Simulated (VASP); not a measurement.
# Zn (Pm-3m) in VASP: single point with LDA

Aim: the single point of Zn with LDA.

Everything below comes from runs of VASP 6.6.1. Logs are shortened: lines on timing, memory, paths and dates and some standing lists are left out, and cuts for length are marked.

## (1) The cell of the first run

The structure is cubic, space group Pm-3m (No. 221). The conventional cell has a = 2.491 Å, b = 2.491 Å, c = 2.491 Å, α = 90.00°, β = 90.00°, γ = 90.00°. Zn (site symmetry m-3m) has 6 Zn at 2.49 Å within 3.3 Å.

## (2) Single point, LDA

File INCAR:

```
PREC     = Accurate       # precision mode
ENCUT    = 520            # plane-wave cutoff, eV
EDIFF    = 1E-6           # SCF threshold, eV
ISMEAR   = 0              # smearing method
SIGMA    = 0.15           # smearing width, eV
LREAL    = F              # projectors in reciprocal space
LASPH    = T              # aspherical terms in the spheres
NELM     = 100            # most SCF steps
ALGO     = Normal         # electronic algorithm
ISIF     = 2              # what is computed and relaxed
LWAVE    = F              # write WAVECAR
LCHARG   = F              # write CHGCAR
NBANDS   = 12             # bands
```

File KPOINTS:

```
regular mesh
0
Gamma
  24 24 24
```

File POSCAR:

```
Zn
1.0
   -0.8302303281      1.6604606563      1.6604606563
    1.6604606563     -0.8302303281      1.6604606563
    1.6604606563      1.6604606563     -0.8302303281
Zn
1
Direct
    0.0000000000      0.0000000000      0.0000000000
```

Potentials or basis: VASP PAW LDA potentials, release 64 (Zn).

Launch:

```
> cat potpaw_LDA.64/Zn/POTCAR > POTCAR
> mpirun -np 1 vasp_std > vasp.out
```

OUTCAR:

```text
PREC = Accurate
   ENCUT = 520
   EDIFF = 1E-6
   ISMEAR = 0
   LREAL = F
   LASPH = T
   NELM = 100
   ISIF = 2

 ion  position               nearest neighbor table
   1  0.000  0.000  0.000-

  LATTYP: Found a simple cubic cell.
 ALAT       =     2.4906909844

  Lattice vectors:

 A1 = (  -0.8302303281,   1.6604606563,   1.6604606563)
 A2 = (   1.6604606563,  -0.8302303281,   1.6604606563)
 A3 = (   1.6604606563,   1.6604606563,  -0.8302303281)

Analysis of symmetry for initial positions (statically):
=====================================================================
 Subroutine PRICEL returns:
 Original cell was already a primitive cell.

 Routine SETGRP: Setting up the symmetry group for a
 simple cubic supercell.

 Subroutine GETGRP returns: Found 48 space group operations
[... 9 lines left out ...]

 Routine SETGRP: Setting up the symmetry group for a
 simple cubic supercell.

 Subroutine GETGRP returns: Found 48 space group operations
[... 11 lines left out ...]
                                     Primitive cell

  volume of cell :      15.4511

  direct lattice vectors                    reciprocal lattice vectors
    -0.830230328  1.660460656  1.660460656    -0.133831670  0.267663340  0.267663340
     1.660460656 -0.830230328  1.660460656     0.267663340 -0.133831670  0.267663340
     1.660460656  1.660460656 -0.830230328     0.267663340  0.267663340 -0.133831670

  length of vectors
     2.490690984  2.490690984  2.490690984     0.401495009  0.401495009  0.401495009

  position of ions in fractional coordinates (direct lattice)
     0.000000000  0.000000000  0.000000000

  ion indices of the primitive-cell ions
   primitive index   ion index
                 1           1

----------------------------------------------------------------------------------------

 KPOINTS: regular mesh

Automatic generation of k-mesh.
 Grid dimensions read from file:
 generate k-points for:   24   24   24

 Generating k-lattice:

  Cartesian coordinates                     Fractional coordinates (reciprocal lattice)
    -0.005576320  0.011152639  0.011152639     0.041666667  0.000000000  0.000000000
     0.011152639 -0.005576320  0.011152639     0.000000000  0.041666667  0.000000000
     0.011152639  0.011152639 -0.005576320     0.000000000  0.000000000  0.041666667

  Length of vectors
     0.016728959  0.016728959  0.016728959

  Shift w.r.t. Gamma in fractional coordinates (k-lattice)
     0.000000000  0.000000000  0.000000000

 Subroutine IBZKPT returns following result:
 ===========================================

 Found    455 irreducible k-points:

 Following reciprocal coordinates:
            Coordinates               Weight
  0.000000  0.000000  0.000000      1.000000
  0.041667  0.000000  0.000000      6.000000
  0.083333  0.000000  0.000000      6.000000
  0.125000  0.000000  0.000000      6.000000
  0.166667  0.000000  0.000000      6.000000
  0.208333 -0.000000  0.000000      6.000000
[... 16 lines left out ...]
  0.416667  0.041667  0.000000     24.000000
  0.458333  0.041667  0.000000     24.000000
 [... further k-points ...]
   k-points           NKPTS =    455   k-points in BZ     NKDIM =    455   number of bands    NBANDS=     12
   number of dos      NEDOS =    301   number of ions     NIONS =      1
   total plane-waves  NPLWV =   8000
   dimension x,y,z NGX =    20 NGY =   20 NGZ =   20
   dimension x,y,z NGXF=    40 NGYF=   40 NGZF=   40
   ions per type =               1
   NGX,Y,Z   is equivalent  to a cutoff of  13.35, 13.35, 13.35 a.u.
   NGXF,Y,Z  is equivalent  to a cutoff of  26.70, 26.70, 26.70 a.u.
 SYSTEM =  unknown system
   PREC   = accura    normal or accurate (medium, high low for compatibility)
   ISTART =      0    job   : 0-new  1-cont  2-samecut
   ICHARG =      2    charge: 1-file 2-atom 10-const
   ISPIN  =      1    spin polarized calculation?
   LNONCOLLINEAR =      F non collinear calculations
   LSORBIT =      F    spin-orbit coupling
   LASPH  =      T    aspherical Exc in radial PAW
   ENCUT  =  520.0 eV  38.22 Ry    6.18 a.u.   4.63  4.63  4.63*2*pi/ulx,y,z
   NELM   =    100;   NELMIN=  2; NELMDL= -5     # of ELM steps
   EDIFF  = 0.1E-05   stopping-criterion for ELM
   LREAL  =      F    real-space projection
   EDIFFG = 0.1E-04   stopping-criterion for IOM
   NSW    =      0    number of steps for IOM
   IBRION =     -1    ionic relax: 0-MD 1-quasi-New 2-CG
   NFREE  =      0    steps in history (QN), initial steepest desc. (CG)
   ISIF   =      2    stress and relaxation
   ISYM   =      2    0-nonsym 1-usesym 2-fastsym
   POTIM  = 0.5000    time-step for ionic-motion
   TEBEG  =    0.0;   TEEND  =   0.0 temperature during run
   PSTRESS=    0.0 pullay stress
   NELECT =      12.0000    total number of electrons
   NUPDOWN=      -1.0000    fix difference up-down
   EMIN   =  10.00;   EMAX   =-10.00  energy-range for DOS
   EFERMI =   0.00;   METHOD = LEGACY
   ISMEAR =     0;   SIGMA  =   0.15  broadening in eV -4-tet -1-fermi 0-gaus
   EFERMI_NEDOS =   21; number of points for ismear=-14 and -15
   IALGO  =     38    algorithm
   IMIX   =      4    mixing-type and parameters
     AMIX     =   0.40;   BMIX     =  1.00
     AMIX_MAG =   1.60;   BMIX_MAG =  1.00
  volume/ion in A,a.u.               =      15.45       104.27
  Fermi-wavevector in a.u.,A,eV,Ry     =   1.504811  2.843681 30.809811  2.264457
  Thomas-Fermi vector in A             =   2.615742
   LORBIT       =      0    0 simple, 1 ext, 2 COOP (PROOUT), +10 PAW based schemes
   GGA     = CA    functional components
   LHFCALC =     F    Hartree Fock is set to
   AEXX    =    0.0000 exact exchange contribution
   IVDW    =     0    specifies the selected vdW correction
   LEPSILON=     F    determine dielectric tensor
   LRPA    =     F    only Hartree local field effects (RPA)
 non-spin polarized calculation
 Gauss-broadening in eV      SIGMA  =   0.15
  energy-cutoff  :      520.00
  volume of cell :       15.45
 maximum number of plane-waves:       437
 NGX is ok and might be reduce to    20
   NGX =  9   NGY =  9   NGZ =  9

 number of electron      12.0000019 magnetization

 Free energy of the ion-electron system (eV)
  ---------------------------------------------------
  ext. energy  EPLUGINS =         0.00000000
  ---------------------------------------------------
  free energy    TOTEN  =        -1.57937885 eV

  energy without entropy =       -1.57591477  energy(sigma->0) =       -1.57764681

 E-fermi :   2.5343     XC(G=0): -11.7289

 val. band max:        2.5294420081   @ k =   0.3750   0.3750   0.3333
 cond. band min:       2.5503777065   @ k =   0.5000   0.3333   0.2083
 fundamental gap:      0.0209356984
 Fermi energy:         2.5342771444

 k-point     1 :       0.0000    0.0000    0.0000
  band No.  band energies     occupation
      1      -7.5513      2.00000
      2      -5.9575      2.00000
      3      -5.9575      2.00000
      4      -4.4033      2.00000
      5      -4.4033      2.00000
      6      -4.4033      2.00000
      7      16.0952      0.00000
      8      16.0952      0.00000
      9      16.0952      0.00000
     10      19.2667      0.00000
     11      19.2667      0.00000
     12      22.7568      0.00000

 k-point     2 :       0.0417    0.0000    0.0000
  band No.  band energies     occupation
      1      -7.5081      2.00000
      2      -5.9546      2.00000
      3      -5.9439      2.00000
      4      -4.4114      2.00000
      5      -4.4114      2.00000
      6      -4.4026      2.00000
      7      15.2861      0.00000
      8      16.1469      0.00000
      9      16.1469      0.00000
     10      19.2965      0.00000
     11      19.9260      0.00000
     12      22.9995      0.00000

 k-point     3 :       0.0833    0.0000    0.0000
  band No.  band energies     occupation
      1      -7.3800      2.00000
      2      -5.9462      2.00000
      3      -5.9022      2.00000
      4      -4.4351      2.00000
      5      -4.4351      2.00000
      6      -4.4006      2.00000
      7      13.7588      0.00000
      8      16.3012      0.00000
      9      16.3012      0.00000
     10      19.3860      0.00000
     11      20.8484      0.00000
     12      23.8821      0.00000

 k-point     4 :       0.1250    0.0000    0.0000
  band No.  band energies     occupation
      1      -7.1732      2.00000
      2      -5.9327      2.00000
      3      -5.8282      2.00000
      4      -4.4726      2.00000
      5      -4.4726      2.00000
      6      -4.3975      2.00000
      7      12.1052      0.00000
      8      16.5560      0.00000
      9      16.5560      0.00000
     10      19.5361      0.00000
     11      21.3958      0.00000
     12      25.4456      0.00000

 k-point     5 :       0.1667    0.0000    0.0000
  band No.  band energies     occupation
      1      -6.9023      2.00000
      2      -5.9151      2.00000
      3      -5.7109      2.00000
      4      -4.5210      2.00000
      5      -4.5210      2.00000
      6      -4.3934      2.00000
      7      10.4543      0.00000
      8      16.9075      0.00000
      9      16.9075      0.00000
     10      19.7476      0.00000
     11      21.7337      0.00000
     12      27.3838      0.00000

 k-point     6 :       0.2083   -0.0000    0.0000
  band No.  band energies     occupation
      1      -6.5991      2.00000
      2      -5.8946      2.00000
      3      -5.5232      2.00000
      4      -4.5768      2.00000
      5      -4.5768      2.00000
      6      -4.3886      2.00000
      7       8.8445      0.00000
      8      17.3504      0.00000
      9      17.3504      0.00000
     10      20.0221      0.00000
     11      22.0160      0.00000
     12      29.4692      0.00000

 k-point     7 :       0.2500    0.0000    0.0000
  band No.  band energies     occupation
      1      -6.3183      2.00000
      2      -5.8725      2.00000
      3      -5.2157      2.00000
      4      -4.6360      2.00000
      5      -4.6360      2.00000
      6      -4.3835      2.00000
      7       7.2915      0.00000
      8      17.8781      0.00000
      9      17.8781      0.00000
     10      20.3610      0.00000
     11      22.2956      0.00000
     12      30.4631      0.00000

 k-point     8 :       0.2917   -0.0000   -0.0000
  band No.  band energies     occupation
      1      -6.1060      2.00000
      2      -5.8503      2.00000
      3      -4.7490      2.00000
      4      -4.6945      2.00000
      5      -4.6945      2.00000
      6      -4.3784      2.00000
      7       5.8034      0.00000
      8      18.4810      0.00000
      9      18.4810      0.00000
     10      20.7661      0.00000
     11      22.5870      0.00000
     12      29.1687      0.00000
[... 166 lines left out ...]
 k-point    20 :       0.2917    0.0417    0.0000
  band No.  band energies     occupation
      1      -6.0772      2.00000
      2      -5.8388      2.00000
      3      -4.8310      2.00000
      4      -4.6934      2.00000
      5      -4.6024      2.00000
      6      -4.3859      2.00000
      7       5.8440      0.00000
      8      17.5698      0.00000
      9      18.5324      0.00000
     10      21.2708      0.00000
     11      23.0202      0.00000
     12      28.1807      0.00000

 k-point    21 :       0.3333    0.0417    0.0000
  band No.  band energies     occupation
      1      -5.9358      2.00000
      2      -5.8175      2.00000
      3      -4.7876      2.00000
      4      -4.7472      2.00000
      5      -4.3811      2.00000
      6      -4.0786      2.00000
      7       4.4258      0.00000
      8      18.2081      0.00000
      9      19.1970      0.00000
     10      21.7437      0.00000
     11      23.2572      0.00000
     12      27.0245      0.00000

 k-point    22 :       0.3750    0.0417   -0.0000
  band No.  band energies     occupation
      1      -5.8399      2.00000
      2      -5.7974      2.00000
      3      -4.8245      2.00000
      4      -4.7930      2.00000
      5      -4.3769      2.00000
      6      -3.3458      2.00000
      7       3.0813      0.00000
      8      18.8989      0.00000
      9      19.8995      0.00000
     10      22.2665      0.00000
     11      23.3712      0.00000
     12      26.0670      0.00000

 k-point    23 :       0.4167    0.0417    0.0000
  band No.  band energies     occupation
      1      -5.7928      2.00000
      2      -5.7644      2.00000
      3      -4.8572      2.00000
      4      -4.8279      2.00000
      5      -4.3737      2.00000
      6      -2.5055      2.00000
      7       1.8152      2.00000
      8      19.6159      0.00000
      9      20.5919      0.00000
     10      22.7963      0.00000
     11      23.2253      0.00000
     12      25.4340      0.00000

 k-point    24 :       0.4583    0.0417    0.0000
  band No.  band energies     occupation
      1      -5.7809      2.00000
      2      -5.7286      2.00000
      3      -4.8785      2.00000
      4      -4.8497      2.00000
      5      -4.3717      2.00000
      6      -1.5824      2.00000
      7       0.6394      2.00000
      8      20.2835      0.00000
      9      21.1653      0.00000
     10      22.7076      0.00000
     11      23.3744      0.00000
     12      25.1134      0.00000

 [... further k-points ...]
[... 5 lines left out ...]
  --------------------------------------------------------------------------------------
  -------------------------------------------------------------------------------------
  Total        0.3598411      0.3598411      0.3598411      0.0000000      0.0000000      0.0000000
  in kB       37.3131427     37.3131427     37.3131427      0.0000000      0.0000000      0.0000000
  external PRESSURE =      37.3131427 kB  Pullay stress =       0.0000000 kB

 VOLUME and BASIS-vectors are now :
 -----------------------------------------------------------------------------
  energy-cutoff  :      520.00
  volume of cell :       15.45
      direct lattice vectors                 reciprocal lattice vectors
    -0.830230328  1.660460656  1.660460656    -0.133831670  0.267663340  0.267663340
     1.660460656 -0.830230328  1.660460656     0.267663340 -0.133831670  0.267663340
     1.660460656  1.660460656 -0.830230328     0.267663340  0.267663340 -0.133831670

 POSITION                                       TOTAL-FORCE (eV/Angst)
 -----------------------------------------------------------------------------------
      0.00000      0.00000      0.00000        -0.000000      0.000000     -0.000000
 -----------------------------------------------------------------------------------
    total drift:                               -0.000000     -0.000000     -0.000000

  FREE ENERGIE OF THE ION-ELECTRON SYSTEM (eV)
  ---------------------------------------------------
  free  energy   TOTEN  =        -1.5793788544 eV

  energy  without entropy=       -1.5759147721  energy(sigma->0) =       -1.57764681
```

It took 51 s on 1 thread of AMD EPYC 7R43 (Zen 3), shared host; peak memory 0.15 GiB.

Results:

| Item | Value |
| --- | --- |
| Free energy | -1.5794 eV |
| Pressure | 3.7 GPa |
| Band gap on the k mesh | zero (band 6 reaches 8.65 eV, above the bottom of band 7 at -0.25 eV) |

Levels at points of the mesh, in eV from the Fermi level:
```csv
k point,band 2,band 3,band 4,band 5,band 6,band 7,band 8,band 9,band 10,band 11
"(0.00, 0.00, 0.00)",-8.49,-8.49,-6.94,-6.94,-6.94,13.56,13.56,13.56,16.73,16.73
"(0.50, 0.00, 0.00)",-8.27,-7.39,-7.39,-6.90,-3.40,-2.78,18.82,18.82,20.92,21.16
"(0.50, 0.50, 0.00)",-8.08,-7.31,-7.31,-6.59,1.36,1.36,3.48,6.65,24.81,25.79
"(0.50, 0.50, 0.50)",-8.16,-8.16,-6.56,-6.56,6.11,6.11,6.11,11.54,11.64,11.64
```
